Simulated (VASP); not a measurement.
The system is Ge.

```
Ge
1.0
     2.99628   -1.98031    0.00000
     2.99628    1.98031    0.00000
     0.00000    0.00000    8.07819
Ge
4
Direct
  0.85000 0.15000 0.11700
  0.65000 0.35000 0.61700
  0.15000 0.85000 0.88300
  0.35000 0.65000 0.38300
```

```yaml
Program: VASP 6.6.1
Task: relaxation of cell and atoms
Functional: PBE
Potentials_or_basis: VASP PAW PBE potentials, release 64 (Ge_d)
Cutoff: 600 eV
k_mesh: 6 × 6 × 2
Occupations: gaussian, width 0.1 eV
Spin: no spin polarisation
```

At the start: pressure 0.3 GPa; volume 23.97 Å³/atom.

Question: Where does the relaxation end?

Answer: Over 37 steps the energy falls by 469.4 meV/atom and the volume is 19.40 Å³/atom (-19.0 %); space group Cmce (No. 64, to 0.1 Å) before, Fmmm (No. 69, to 0.1 Å).

The path:
```
step  energy change (eV)  largest force (eV/Å)  pressure (GPa)  volume (Å³)
   1              0.0000                3.2601            0.32        95.86
   2             -1.0875                0.4642           -5.83        96.28
   3             -1.1080                0.3621           -5.84        96.30
   4             -1.1419                0.2280           -5.78        96.31
   5             -1.2040                0.0753           -5.58        96.29
   6             -1.5053                0.5465            0.31        83.64
   7             -1.5053                0.5404            0.29        83.75
   8             -1.5887                0.3241            0.33        82.24
   9             -1.6075                0.3161            0.67        81.33
  10             -1.6070                0.2218            1.39        79.43
  11             -1.6172                0.2751            1.09        80.39
  12             -1.6404                0.1830           -0.94        82.49
  13             -1.6408                0.1710           -1.25        82.83
  14             -1.6625                0.1601           -1.36        82.18
  15             -1.6830                0.2156           -1.22        81.27
  16             -1.6881                0.3915           -0.45        79.41
  17             -1.6972                0.2676           -0.86        80.40
  18             -1.7197                0.3048           -0.42        79.33
  19             -1.7464                0.4742            2.17        76.14
  20             -1.7486                0.4293            1.44        76.90
  21             -1.7715                0.4184            1.60        76.61
  22             -1.8102                0.3848            2.18        75.72
  23             -1.8128                0.3841            2.43        75.37
  24             -1.8403                0.2922            1.16        76.58
  25             -1.8535                0.2061           -0.18        77.93
  26             -1.8544                0.1825           -0.55        78.34
  27             -1.8599                0.1454           -0.35        78.14
  28             -1.8662                0.0941           -0.14        77.82
  29             -1.8690                0.1069            0.33        77.18
  30             -1.8695                0.0897            0.29        77.33
  31             -1.8714                0.0900            0.04        77.60
  32             -1.8731                0.0819           -0.54        78.26
  33             -1.8742                0.0723           -0.39        78.17
  34             -1.8752                0.0600           -0.30        78.08
  35             -1.8759                0.0340           -0.21        77.89
  36             -1.8771                0.0259           -0.01        77.71
  37             -1.8775                0.0214            0.04        77.62
```

Final structure:
```yaml
crystal:
  lattice:
    - [2.44026, -2.03773, 0.00000]
    - [2.44026, 2.03773, 0.00000]
    - [0.00000, 0.00000, 7.80465]
  atoms:
    - { symbol: Ge, position: [0.75005, 0.24995, 0.12536] }
    - { symbol: Ge, position: [0.74995, 0.25005, 0.62536] }
    - { symbol: Ge, position: [0.24995, 0.75005, 0.87464] }
    - { symbol: Ge, position: [0.25005, 0.74995, 0.37464] }
```

Caveat: the k points lie up to 0.40 Å⁻¹ apart in the final cell, too coarse for converged energies and pressures of a metal; the volume moved by over 15 % at a fixed basis, so the end points are rough.
